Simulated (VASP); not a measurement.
# Al2Ru (Fddd) in VASP: a series of runs, part 2 of 2

VASP 6.6.1.

## (4) Single point, r2SCAN (13.33 Å³/atom)

This run uses another cell than the first one, of 13.33 Å³/atom.

The input, POSCAR:

```
Al2Ru
1.0
    0.0000000000      3.9433151311      4.3536882761
    2.3295348669      0.0000000000      4.3536882761
    2.3295348669      3.9433151311      0.0000000000
Al Ru
4 2
Direct
    0.0794346748      0.4205653252      0.0794346748
    0.4205653252      0.0794346748      0.4205653252
    0.1705653252      0.8294346748      0.1705653252
    0.8294346748      0.1705653252      0.8294346748
    0.7500000000      0.7500000000      0.7500000000
    0.5000000000      0.5000000000      0.5000000000
```

The input, INCAR.step1:

```
SYSTEM = Al2Ru
PREC     = Accurate       ! precision mode
ENCUT    = 520            ! plane-wave cutoff, eV
ISMEAR   = 0              ! smearing method
SIGMA    = 0.01           ! smearing width, eV
LREAL    = .FALSE.        ! projectors in reciprocal space
LASPH    = .TRUE.         ! aspherical terms in the spheres
NELM     = 60             ! most SCF steps
NBANDS   = 29             ! bands
GGA      = PE             ! functional
ALGO     = Normal         ! electronic algorithm
EDIFF    = 1E-4           ! SCF threshold, eV
LWAVE    = .TRUE.         ! write WAVECAR
LCHARG   = .FALSE.        ! write CHGCAR
```

The input, INCAR.step2:

```
SYSTEM = Al2Ru
PREC     = Accurate       ! precision mode
ENCUT    = 520            ! plane-wave cutoff, eV
EDIFF    = 1E-6           ! SCF threshold, eV
ISMEAR   = 0              ! smearing method
SIGMA    = 0.01           ! smearing width, eV
LREAL    = .FALSE.        ! projectors in reciprocal space
LASPH    = .TRUE.         ! aspherical terms in the spheres
NELM     = 60             ! most SCF steps
ALGO     = Normal         ! electronic algorithm
ISIF     = 2              ! what is computed and relaxed
LWAVE    = .FALSE.        ! write WAVECAR
LCHARG   = .FALSE.        ! write CHGCAR
METAGGA  = R2SCAN         ! meta-GGA
LMIXTAU  = .TRUE.       
NBANDS   = 29             ! bands
ISTART   = 1
```

The input, KPOINTS:

```
Automatic mesh
0
G
  10 10 10
  0 0 0
```

Potentials or basis: VASP PAW PBE potentials, release 64 (Al, Ru_pv).

Command:

```console
$ cat potpaw_PBE.64/Al/POTCAR potpaw_PBE.64/Ru_pv/POTCAR > POTCAR
$ cp INCAR.step1 INCAR
$ mpirun -np 1 vasp_std > vasp.out
$ cp INCAR.step2 INCAR
$ mpirun -np 1 vasp_std > vasp.out
```

OUTCAR:

```text
SYSTEM = Al2Ru
   PREC = Accurate
   ENCUT = 520
   EDIFF = 1E-6
   ISMEAR = 0
   LREAL = .FALSE.
   LASPH = .TRUE.
   NELM = 60
   ISIF = 2
   METAGGA = R2SCAN
   ISTART = 1

 ion  position               nearest neighbor table
   1  0.079  0.421  0.079-   6 2.55   6 2.55   3 2.57   3 2.57   5 2.60   2 2.65   2 2.65   5 2.69
                             5 2.69   2 2.69   4 3.16   4 3.16   4 3.16   4 3.16
   2  0.421  0.079  0.421-   6 2.55   6 2.55   4 2.57   4 2.57   5 2.60   1 2.65   1 2.65   5 2.69
                             5 2.69   1 2.69   3 3.16   3 3.16   3 3.16   3 3.16
   3  0.171  0.829  0.171-   5 2.55   5 2.55   1 2.57   1 2.57   6 2.60   4 2.65   4 2.65   6 2.69
                             6 2.69   4 2.69   2 3.16   2 3.16   2 3.16   2 3.16
   4  0.829  0.171  0.829-   5 2.55   5 2.55   2 2.57   2 2.57   6 2.60   3 2.65   3 2.65   6 2.69
                             6 2.69   3 2.69   1 3.16   1 3.16   1 3.16   1 3.16
   5  0.750  0.750  0.750-   4 2.55   3 2.55   4 2.55   3 2.55   1 2.60   2 2.60   2 2.69   2 2.69
                             1 2.69   1 2.69   6 3.16   6 3.16   6 3.16   6 3.16
   6  0.500  0.500  0.500-   1 2.55   2 2.55   1 2.55   2 2.55   3 2.60   4 2.60   3 2.69   3 2.69
                             4 2.69   4 2.69   5 3.16   5 3.16   5 3.16   5 3.16

  LATTYP: Found a face centered orthorhombic cell.
 ALAT       =     4.6590697338
 B/A-ratio  =     1.6927478473
 C/A-ratio  =     1.8689088272

[... 201 lines left out ...]
      2     -33.0243      2.00000
      3     -33.0056      2.00000
      4     -32.9557      2.00000
      5     -32.9424      2.00000
      6     -32.9417      2.00000
[... 757 lines left out ...]
     28      16.4972      0.00000
     29      17.5720      0.00000

 [... further k-points ...]

------------------------ aborting loop because EDIFF is reached ----------------------------------------

  FORCE on cell =-STRESS in cart. coord.  units (eV):
  Direction    XX          YY          ZZ          XY          YZ          ZX
  --------------------------------------------------------------------------------------
  -------------------------------------------------------------------------------------
  Total        2.9184570      2.9283393      2.9254909      0.0000000      0.0000000      0.0000000
  in kB       58.4582565     58.6562032     58.5991493      0.0000000      0.0000000      0.0000000
  external PRESSURE =      58.5712030 kB  Pullay stress =       0.0000000 kB

 VOLUME and BASIS-vectors are now :
 -----------------------------------------------------------------------------
  energy-cutoff  :      520.00
  volume of cell :       79.99
      direct lattice vectors                 reciprocal lattice vectors
     0.000000000  3.943315131  4.353688276    -0.214635122  0.126796866  0.114845154
     2.329534867  0.000000000  4.353688276     0.214635122 -0.126796866  0.114845154
     2.329534867  3.943315131  0.000000000     0.214635122  0.126796866 -0.114845154

 POSITION                                       TOTAL-FORCE (eV/Angst)
 -----------------------------------------------------------------------------------
      1.16477      0.62647      2.17684         0.000000      0.008897      0.000000
      1.16477      3.31684      2.17684         0.000000     -0.008897      0.000000
      2.32953      1.34519      4.35369        -0.000000     -0.008897      0.000000
      2.32953      6.54144      4.35369        -0.000000      0.008897      0.000000
      3.49430      5.91497      6.53053         0.000000     -0.000000     -0.000000
      2.32953      3.94332      4.35369        -0.000000     -0.000000      0.000000
 -----------------------------------------------------------------------------------
    total drift:                               -0.000000     -0.000000     -0.000000

  FREE ENERGIE OF THE ION-ELECTRON SYSTEM (eV)
  ---------------------------------------------------
  free  energy   TOTEN  =       -82.4247365723 eV

  energy  without entropy=      -82.4247365723  energy(sigma->0) =      -82.42473657
```

OUTCAR.step1:

```text
SYSTEM = Al2Ru
   PREC = Accurate
   ENCUT = 520
   ISMEAR = 0
   LREAL = .FALSE.
   LASPH = .TRUE.
[... 1015 lines left out ...]
      2.32953      6.54144      4.35369         0.000000      0.033373     -0.000000
      3.49430      5.91497      6.53053         0.000000      0.000000      0.000000
      2.32953      3.94332      4.35369        -0.000000      0.000000     -0.000000
 -----------------------------------------------------------------------------------
    total drift:                               -0.000000     -0.000000     -0.000000

  FREE ENERGIE OF THE ION-ELECTRON SYSTEM (eV)
  ---------------------------------------------------
  free  energy   TOTEN  =       -37.4924517949 eV

  energy  without entropy=      -37.4924517949  energy(sigma->0) =      -37.49245179
```

OSZICAR.step1:

```text
N       E                     dE             d eps       ncg     rms          rms(c)
DAV:   1     0.297950120653E+03    0.29795E+03   -0.21509E+04 10526   0.132E+03
DAV:   2    -0.285652184033E+02   -0.32652E+03   -0.31557E+03 10674   0.353E+02
DAV:   3    -0.389659305857E+02   -0.10401E+02   -0.10263E+02 12091   0.611E+01
DAV:   4    -0.390902973939E+02   -0.12437E+00   -0.12426E+00 11554   0.657E+00
DAV:   5    -0.390929646762E+02   -0.26673E-02   -0.26671E-02 12258   0.994E-01    0.187E+01
DAV:   6    -0.381990825802E+02    0.89388E+00   -0.13127E+01 11064   0.246E+01    0.538E+00
DAV:   7    -0.375810427358E+02    0.61804E+00   -0.32591E+00 10669   0.124E+01    0.401E+00
DAV:   8    -0.374960271669E+02    0.85016E-01   -0.17591E-01 11289   0.321E+00    0.577E-01
DAV:   9    -0.374927388536E+02    0.32883E-02   -0.70653E-03 12321   0.490E-01    0.337E-01
DAV:  10    -0.374925384091E+02    0.20044E-03   -0.21426E-03 11300   0.350E-01    0.110E-01
DAV:  11    -0.374924517949E+02    0.86614E-04   -0.52880E-04  9490   0.176E-01
   1 F= -.37492452E+02 E0= -.37492452E+02  d E =-.584902E-15
```

Run time: 14 min. Hardware: 1 thread of Intel Xeon 6975P-C (Granite Rapids), shared host; peak memory 0.49 GiB.

What came out:

```
Free energy   : -82.4247 eV
Pressure      : 5.9 GPa
Largest force : 0.009 eV/Å
```

Forces in eV/Å, atoms in the order of the input:
```
Al   0.000  0.009  0.000
Al   0.000 -0.009  0.000
Al   0.000 -0.009  0.000
Al   0.000  0.009  0.000
Ru   0.000  0.000  0.000
Ru   0.000  0.000  0.000
```

Caveat: the cell stands under pressure; the PAW data sets were made with another functional, which shifts forces and pressure a little.

## (5) Single point, r2SCAN (12.92 Å³/atom)

This run uses another cell than the first one, of 12.92 Å³/atom.

The input, POSCAR:

```
Al2Ru
1.0
    0.0000000000      3.8964437779      4.3135022513
    2.3059278087      0.0000000000      4.3135022513
    2.3059278087      3.8964437779      0.0000000000
Al Ru
4 2
Direct
    0.0798155515      0.4201844485      0.0798155515
    0.4201844485      0.0798155515      0.4201844485
    0.1701844485      0.8298155515      0.1701844485
    0.8298155515      0.1701844485      0.8298155515
    0.7500000000      0.7500000000      0.7500000000
    0.5000000000      0.5000000000      0.5000000000
```

The input, INCAR.step1:

```
SYSTEM = Al2Ru
PREC     = Accurate       ! precision mode
ENCUT    = 520            ! plane-wave cutoff, eV
ISMEAR   = 0              ! smearing method
SIGMA    = 0.01           ! smearing width, eV
LREAL    = .False.        ! projectors in reciprocal space
LASPH    = .True.         ! aspherical terms in the spheres
NELM     = 80             ! most SCF steps
NBANDS   = 29             ! bands
GGA      = PE             ! functional
ALGO     = Normal         ! electronic algorithm
EDIFF    = 1E-4           ! SCF threshold, eV
LWAVE    = .True.         ! write WAVECAR
LCHARG   = .False.        ! write CHGCAR
```

The input, INCAR.step2:

```
SYSTEM = Al2Ru
PREC     = Accurate       ! precision mode
ENCUT    = 520            ! plane-wave cutoff, eV
EDIFF    = 1E-6           ! SCF threshold, eV
ISMEAR   = 0              ! smearing method
SIGMA    = 0.01           ! smearing width, eV
LREAL    = .False.        ! projectors in reciprocal space
LASPH    = .True.         ! aspherical terms in the spheres
NELM     = 80             ! most SCF steps
ALGO     = Normal         ! electronic algorithm
ISIF     = 2              ! what is computed and relaxed
LWAVE    = .False.        ! write WAVECAR
LCHARG   = .True.         ! write CHGCAR
METAGGA  = R2SCAN         ! meta-GGA
LMIXTAU  = .True.       
LELF     = .True.         ! ELF
LVHAR    = .True.       
NBANDS   = 29             ! bands
ISTART   = 1
```

The input, KPOINTS:

```
Automatic mesh
0
Gamma
  10 10 10
  0 0 0
```

Command:

```console
$ cat potpaw_PBE.64/Al/POTCAR potpaw_PBE.64/Ru_pv/POTCAR > POTCAR
$ cp INCAR.step1 INCAR
$ mpirun -np 1 vasp_std > vasp.out
$ cp INCAR.step2 INCAR
$ mpirun -np 1 vasp_std > vasp.out
```

Run time: 26 min. Hardware: 1 thread of AMD EPYC 7R43 (Zen 3), shared host; peak memory 0.43 GiB.

It converged, with:

* Free energy: -82.2807 eV
* Pressure: 12.9 GPa
* Largest force: 0.010 eV/Å

Forces in eV/Å, atoms in the order of the input:
```
Al   0.000  0.010  0.000
Al   0.000 -0.010  0.000
Al   0.000 -0.010  0.000
Al   0.000  0.010  0.000
Ru   0.000  0.000  0.000
Ru   0.000  0.000  0.000
```

Levels at points of the mesh, in eV from the Fermi level:
| k point | band 17 | band 18 | band 19 | band 20 | band 21 | band 22 | band 23 | band 24 |
| --- | --- | --- | --- | --- | --- | --- | --- | --- |
| (0.00, 0.00, 0.00) | -2.33 | -1.53 | -1.26 | -0.07 | 1.89 | 2.37 | 2.59 | 2.88 |
| (0.50, 0.00, 0.00) | -2.55 | -2.43 | -1.35 | -1.10 | 0.38 | 0.76 | 2.21 | 3.59 |
| (0.50, 0.50, 0.00) | -1.88 | -1.88 | -1.48 | -1.48 | 2.43 | 2.43 | 2.84 | 2.84 |
| (0.50, 0.00, 0.50) | -2.65 | -2.65 | -1.73 | -1.73 | 1.95 | 1.95 | 2.77 | 2.77 |
| (0.00, 0.50, 0.50) | -2.91 | -2.91 | -1.48 | -1.48 | 0.40 | 0.40 | 4.93 | 4.93 |

Caveat: the cell stands under pressure; the PAW data sets were made with another functional, which shifts forces and pressure a little.

## (6) Overview

```csv
cell,smearing,pressure (GPa),largest force (eV/Å)
"a = 5.933, b = 4.982, c = 4.632 Å, angles 76.1, 54.6, 49.3°, 6 atoms, atomic positions A",gaussian 0.01 eV,-0.1,-
"a = 5.933, b = 4.982, c = 4.632 Å, angles 76.1, 54.6, 49.3°, 6 atoms, atomic positions A",gaussian 0.03 eV,-0.1,-
"a = 5.874, b = 4.938, c = 4.580 Å, angles 76.1, 54.7, 49.2°, 6 atoms, atomic positions B",gaussian 0.01 eV,5.9,0.01
"a = 5.813, b = 4.891, c = 4.528 Å, angles 76.1, 54.8, 49.1°, 6 atoms, atomic positions C",gaussian 0.01 eV,12.9,0.01
```

Alike in all rows: task single point; level r2SCAN; potentials or basis VASP PAW PBE potentials, release 64 (Al, Ru_pv); no spin polarisation; k mesh 10 × 10 × 10; cutoff (eV) 520.

Caveats: the PAW data sets were made with another functional, which shifts forces and pressure a little; the cell stands under pressure (at least some runs).

Absolute energies hang on the potentials; compare differences alone.
